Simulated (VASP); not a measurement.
# ScGa5S (R-3m) in VASP: notebook

ScGa5S is run at these levels: PBE; tasks: single point.

Program: VASP 6.6.1. These are calculated values, not measurements. Logs are shortened: lines on timing, memory, paths and dates and some standing lists are left out, and cuts for length are marked.

### 1 The cell of the first run

Symmetry: R-3m, No. 166, trigonal system. Conventional cell: a = 5.729 Å, b = 5.729 Å, c = 15.002 Å, α = 90.00°, β = 90.00°, γ = 120.00°. Sc (site symmetry -3m) has 8 Ga at 2.80 to 2.86 Å within 3.7 Å. Ga (site symmetry 2/m) has 6 Ga at 2.75 to 2.86 Å and 2 Sc at 2.86 Å and 2 S at 3.00 Å within 3.6 Å. Ga (site symmetry 3m) has 6 Ga at 2.75 to 3.36 Å and 1 Sc at 2.80 Å and 3 S at 3.32 Å within 3.6 Å. S (site symmetry -3m) has 12 Ga at 3.00 to 3.32 Å within 3.9 Å.

### 2 Single point, PBE

Input file INCAR:

```
SYSTEM = ScGa5S
ALGO = Normal
EDIFF = 1E-6
ENCUT = 520
GGA = PE
ISIF = 2
ISMEAR = 0
LASPH = .TRUE.
LCHARG = .TRUE.
LELF = .TRUE.
LREAL = .FALSE.
LVHAR = .TRUE.
LWAVE = .FALSE.
NBANDS = 50
NELM = 60
PREC = Accurate
SIGMA = 0.2
```

Input file KPOINTS:

```
k-points
0
G
  4 4 4
  0 0 0
```

Input file POSCAR:

```
ScGa5S
1.0
    2.8646417486      1.6539016831      5.0006418618
   -2.8646417486      1.6539016831      5.0006418618
    0.0000000000     -3.3078033710      5.0006418602
Sc Ga S
1 5 1
Direct
    0.0000000000      0.0000000000      0.0000000000
    0.5000000000      0.5000000000      0.0000000000
    0.0000000000      0.5000000000      0.5000000000
    0.5000000000      0.0000000000      0.5000000000
    0.8132103286      0.8132103286      0.8132103286
    0.1867896714      0.1867896714      0.1867896714
    0.5000000000      0.5000000000      0.5000000000
```

Potentials or basis: VASP PAW PBE potentials, release 64 (Sc_sv, Ga_d, S).

The run is started by

```bash
$ cat potpaw_PBE.64/Sc_sv/POTCAR potpaw_PBE.64/Ga_d/POTCAR potpaw_PBE.64/S/POTCAR > POTCAR
$ mpirun -np 1 vasp_std > vasp.out
```

OUTCAR:

```text
SYSTEM = ScGa5S
   EDIFF = 1E-6
   ENCUT = 520
   GGA = PE
   ISIF = 2
   ISMEAR = 0
   LASPH = .TRUE.
   LREAL = .FALSE.
   NELM = 60
   PREC = Accurate

 ion  position               nearest neighbor table
   1  0.000  0.000  0.000-   5 2.80   6 2.80   2 2.86   2 2.86   3 2.86   3 2.86   4 2.86   4 2.86

   2  0.500  0.500  0.000-   5 2.75   6 2.75   1 2.86   1 2.86   3 2.86   4 2.86   4 2.86   3 2.86

   3  0.000  0.500  0.500-   5 2.75   6 2.75   4 2.86   4 2.86   1 2.86   1 2.86   2 2.86   2 2.86

   4  0.500  0.000  0.500-   5 2.75   6 2.75   3 2.86   3 2.86   2 2.86   1 2.86   1 2.86   2 2.86

   5  0.813  0.813  0.813-   3 2.75   4 2.75   2 2.75   1 2.80
   6  0.187  0.187  0.187-   3 2.75   4 2.75   2 2.75   1 2.80
   7  0.500  0.500  0.500-

  LATTYP: Found a trigonal (rhomboedric) cell.
 ALAT       =     5.9956636126
 COS(alpha) =     0.5434418370

  Lattice vectors:

 A1 = (   2.8646417486,   1.6539016831,   5.0006418618)
 A2 = (  -2.8646417486,   1.6539016831,   5.0006418618)
 A3 = (   0.0000000000,  -3.3078033710,   5.0006418602)

Analysis of symmetry for initial positions (statically):
=====================================================================
 Subroutine PRICEL returns:
 Original cell was already a primitive cell.

 Routine SETGRP: Setting up the symmetry group for a
 trigonal (rhombohedral) supercell.

 Subroutine GETGRP returns: Found 12 space group operations
 (whereof 12 operations were pure point group operations)
 out of a pool of 12 trial point group operations.

The static configuration has the point symmetry D_3d.

Analysis of symmetry for dynamics (positions and initial velocities):
=====================================================================
 Subroutine PRICEL returns:
 Original cell was already a primitive cell.

 Routine SETGRP: Setting up the symmetry group for a
 trigonal (rhombohedral) supercell.

 Subroutine GETGRP returns: Found 12 space group operations
 (whereof 12 operations were pure point group operations)
 out of a pool of 12 trial point group operations.

The dynamic configuration has the point symmetry D_3d.

 Subroutine INISYM returns: Found 12 space group operations
 (whereof 12 operations are pure point group operations),
 and found     1 'primitive' translations

----------------------------------------------------------------------------------------

                                     Primitive cell

  volume of cell :     142.1533

  direct lattice vectors                    reciprocal lattice vectors
     2.864641749  1.653901683  5.000641862     0.174541895  0.100771810  0.066658110
    -2.864641749  1.653901683  5.000641862    -0.174541895  0.100771810  0.066658110
     0.000000000 -3.307803371  5.000641860     0.000000000 -0.201543620  0.066658110

  length of vectors
     5.995663613  5.995663613  5.995663613     0.212280792  0.212280792  0.212280792

  position of ions in fractional coordinates (direct lattice)
     0.000000000  0.000000000  0.000000000
     0.500000000  0.500000000  0.000000000
     1.000000000  0.500000000  0.500000000
     0.500000000  1.000000000  0.500000000
     0.813210329  0.813210329  0.813210329
     0.186789671  0.186789671  0.186789671
     0.500000000  0.500000000  0.500000000

  ion indices of the primitive-cell ions
   primitive index   ion index
                 1           1
                 2           2
                 3           3
                 4           4
                 5           5
                 6           6
                 7           7

----------------------------------------------------------------------------------------

 KPOINTS: k-points

Automatic generation of k-mesh.
 Grid dimensions read from file:
 generate k-points for:    4    4    4

 Generating k-lattice:

  Cartesian coordinates                     Fractional coordinates (reciprocal lattice)
     0.043635474  0.025192953  0.016664527     0.250000000 -0.000000000 -0.000000000
    -0.043635474  0.025192953  0.016664527    -0.000000000  0.250000000 -0.000000000
     0.000000000 -0.050385905  0.016664527     0.000000000  0.000000000  0.250000000

  Length of vectors
     0.053070198  0.053070198  0.053070198

  Shift w.r.t. Gamma in fractional coordinates (k-lattice)
     0.000000000  0.000000000  0.000000000

 Subroutine IBZKPT returns following result:
 ===========================================

 Found     13 irreducible k-points:

 Following reciprocal coordinates:
            Coordinates               Weight
  0.000000  0.000000  0.000000      1.000000
  0.250000  0.000000 -0.000000      6.000000
  0.500000  0.000000 -0.000000      3.000000
  0.250000  0.250000 -0.000000      6.000000
  0.500000  0.250000 -0.000000     12.000000
 -0.250000  0.250000  0.000000      6.000000
  0.500000  0.500000 -0.000000      3.000000
  0.250000  0.250000  0.250000      2.000000
  0.500000  0.250000  0.250000      6.000000
 -0.250000  0.250000  0.250000      6.000000
  0.500000  0.500000  0.250000      6.000000
 -0.250000  0.500000  0.250000      6.000000
  0.500000  0.500000  0.500000      1.000000
   k-points           NKPTS =     13   k-points in BZ     NKDIM =     13   number of bands    NBANDS=     50
   number of dos      NEDOS =    301   number of ions     NIONS =      7
   total plane-waves  NPLWV = 110592
   dimension x,y,z NGX =    48 NGY =   48 NGZ =   48
   dimension x,y,z NGXF=    96 NGYF=   96 NGZF=   96
   ions per type =               1   5   1
   NGX,Y,Z   is equivalent  to a cutoff of  13.31, 13.31, 13.31 a.u.
   NGXF,Y,Z  is equivalent  to a cutoff of  26.62, 26.62, 26.62 a.u.
 SYSTEM =  ScGa5S
   PREC   = accura    normal or accurate (medium, high low for compatibility)
   ISTART =      0    job   : 0-new  1-cont  2-samecut
   ICHARG =      2    charge: 1-file 2-atom 10-const
   ISPIN  =      1    spin polarized calculation?
   LNONCOLLINEAR =      F non collinear calculations
   LSORBIT =      F    spin-orbit coupling
   LASPH  =      T    aspherical Exc in radial PAW
   ENCUT  =  520.0 eV  38.22 Ry    6.18 a.u.  11.15 11.15 11.15*2*pi/ulx,y,z
   NELM   =     60;   NELMIN=  2; NELMDL= -5     # of ELM steps
   EDIFF  = 0.1E-05   stopping-criterion for ELM
   LREAL  =      F    real-space projection
   EDIFFG = 0.1E-04   stopping-criterion for IOM
   NSW    =      0    number of steps for IOM
   IBRION =     -1    ionic relax: 0-MD 1-quasi-New 2-CG
   NFREE  =      0    steps in history (QN), initial steepest desc. (CG)
   ISIF   =      2    stress and relaxation
   ISYM   =      2    0-nonsym 1-usesym 2-fastsym
   POTIM  = 0.5000    time-step for ionic-motion
   TEBEG  =    0.0;   TEEND  =   0.0 temperature during run
   PSTRESS=    0.0 pullay stress
   NELECT =      82.0000    total number of electrons
   NUPDOWN=      -1.0000    fix difference up-down
   EMIN   =  10.00;   EMAX   =-10.00  energy-range for DOS
   EFERMI =   0.00;   METHOD = LEGACY
   ISMEAR =     0;   SIGMA  =   0.20  broadening in eV -4-tet -1-fermi 0-gaus
   EFERMI_NEDOS =   21; number of points for ismear=-14 and -15
   IALGO  =     38    algorithm
   IMIX   =      4    mixing-type and parameters
     AMIX     =   0.40;   BMIX     =  1.00
     AMIX_MAG =   1.60;   BMIX_MAG =  1.00
  volume/ion in A,a.u.               =      20.31       137.04
  Fermi-wavevector in a.u.,A,eV,Ry     =   1.362784  2.575289 25.268481  1.857181
  Thomas-Fermi vector in A             =   2.489244
   LORBIT       =      0    0 simple, 1 ext, 2 COOP (PROOUT), +10 PAW based schemes
   GGA     = PE    functional components
   LHFCALC =     F    Hartree Fock is set to
   AEXX    =    0.0000 exact exchange contribution
   IVDW    =     0    specifies the selected vdW correction
   LEPSILON=     F    determine dielectric tensor
   LRPA    =     F    only Hartree local field effects (RPA)
 non-spin polarized calculation
 Gauss-broadening in eV      SIGMA  =   0.20
  energy-cutoff  :      520.00
  volume of cell :      142.15
 maximum number of plane-waves:      3859
 NGX is ok and might be reduce to    48
   NGX = 23   NGY = 23   NGZ = 23

 number of electron      81.9999994 magnetization

 Free energy of the ion-electron system (eV)
  ---------------------------------------------------
  ext. energy  EPLUGINS =         0.00000000
  ---------------------------------------------------
  free energy    TOTEN  =       -25.41506982 eV

  energy without entropy =      -25.37396457  energy(sigma->0) =      -25.39451719

 E-fermi :   4.8381     XC(G=0): -10.4741

 val. band max:        4.8370919901   @ k =   0.5000   0.5000   0.2500
 cond. band min:       4.8441838534   @ k =  -0.2500   0.2500   0.0000
 fundamental gap:      0.0070918633
 Fermi energy:         4.8380837376

 k-point     1 :       0.0000    0.0000    0.0000
  band No.  band energies     occupation
      1     -44.8007      2.00000
      2     -23.5634      2.00000
      3     -23.4078      2.00000
      4     -23.4078      2.00000
      5     -10.2250      2.00000
      6     -10.1183      2.00000
[... 42 lines left out ...]
     49       8.2048      0.00000
     50       8.2083      0.00000

 k-point     2 :       0.2500    0.0000   -0.0000
  band No.  band energies     occupation
      1     -44.8006      2.00000
      2     -23.5634      2.00000
      3     -23.4093      2.00000
      4     -23.4083      2.00000
      5     -10.1957      2.00000
      6     -10.1187      2.00000
[... 42 lines left out ...]
     49       8.0957      0.00000
     50       8.3001      0.00000

 k-point     3 :       0.5000    0.0000   -0.0000
  band No.  band energies     occupation
      1     -44.8006      2.00000
      2     -23.5635      2.00000
      3     -23.4108      2.00000
      4     -23.4088      2.00000
      5     -10.1591      2.00000
      6     -10.1225      2.00000
[... 42 lines left out ...]
     49       8.1476      0.00000
     50       8.6831      0.00000

 k-point     4 :       0.2500    0.2500   -0.0000
  band No.  band energies     occupation
      1     -44.8006      2.00000
      2     -23.5635      2.00000
      3     -23.4093      2.00000
      4     -23.4083      2.00000
      5     -10.1915      2.00000
      6     -10.1207      2.00000
[... 416 lines left out ...]
 k-point    12 :      -0.2500    0.5000    0.2500
  band No.  band energies     occupation
      1     -44.8006      2.00000
      2     -23.5637      2.00000
      3     -23.4103      2.00000
      4     -23.4093      2.00000
      5     -10.1496      2.00000
      6     -10.1195      2.00000
[... 42 lines left out ...]
     49       7.9719      0.00000
     50       8.2022      0.00000

 k-point    13 :       0.5000    0.5000    0.5000
  band No.  band energies     occupation
      1     -44.8006      2.00000
      2     -23.5638      2.00000
      3     -23.4078      2.00000
      4     -23.4078      2.00000
      5     -10.2152      2.00000
      6     -10.1315      2.00000
[... 42 lines left out ...]
     49       7.7725      0.00000
     50       8.7445      0.00000

------------------------ aborting loop because EDIFF is reached ----------------------------------------

  FORCE on cell =-STRESS in cart. coord.  units (eV):
  Direction    XX          YY          ZZ          XY          YZ          ZX
  --------------------------------------------------------------------------------------
  -------------------------------------------------------------------------------------
  Total        0.0242975      0.0242975      0.0965002      0.0000000     -0.0000000      0.0000000
  in kB        0.2738512      0.2738512      1.0876316      0.0000000     -0.0000000      0.0000000
  external PRESSURE =       0.5451113 kB  Pullay stress =       0.0000000 kB

 VOLUME and BASIS-vectors are now :
 -----------------------------------------------------------------------------
  energy-cutoff  :      520.00
  volume of cell :      142.15
      direct lattice vectors                 reciprocal lattice vectors
     2.864641749  1.653901683  5.000641862     0.174541895  0.100771810  0.066658110
    -2.864641749  1.653901683  5.000641862    -0.174541895  0.100771810  0.066658110
     0.000000000 -3.307803371  5.000641860     0.000000000 -0.201543620  0.066658110

 POSITION                                       TOTAL-FORCE (eV/Angst)
 -----------------------------------------------------------------------------------
      0.00000      0.00000      0.00000         0.000000      0.000000     -0.000000
      0.00000      1.65390      5.00064        -0.000000      0.000000      0.000000
     -1.43232     -0.82695      5.00064         0.000000      0.000000      0.000000
      1.43232     -0.82695      5.00064         0.000000      0.000000     -0.000000
      0.00000     -0.00000     12.19972         0.000000      0.000000     -0.001206
      0.00000     -0.00000      2.80220         0.000000     -0.000000      0.001206
      0.00000     -0.00000      7.50096         0.000000      0.000000      0.000000
 -----------------------------------------------------------------------------------
    total drift:                                0.000000     -0.000000      0.000000

  FREE ENERGIE OF THE ION-ELECTRON SYSTEM (eV)
  ---------------------------------------------------
  free  energy   TOTEN  =       -25.4150698156 eV

  energy  without entropy=      -25.3739645703  energy(sigma->0) =      -25.39451719
```

It took 2 min on 1 thread of Intel Xeon Platinum 8559C (Emerald Rapids), shared host; peak memory 0.35 GiB.

Results:

```
Free energy            : -25.4151 eV
Pressure               : 0.1 GPa
Band gap on the k mesh : zero (band 41 reaches 4.84 eV, above the bottom of band 42 at 4.46 eV)
```

(Continued in part 2 of 2.)
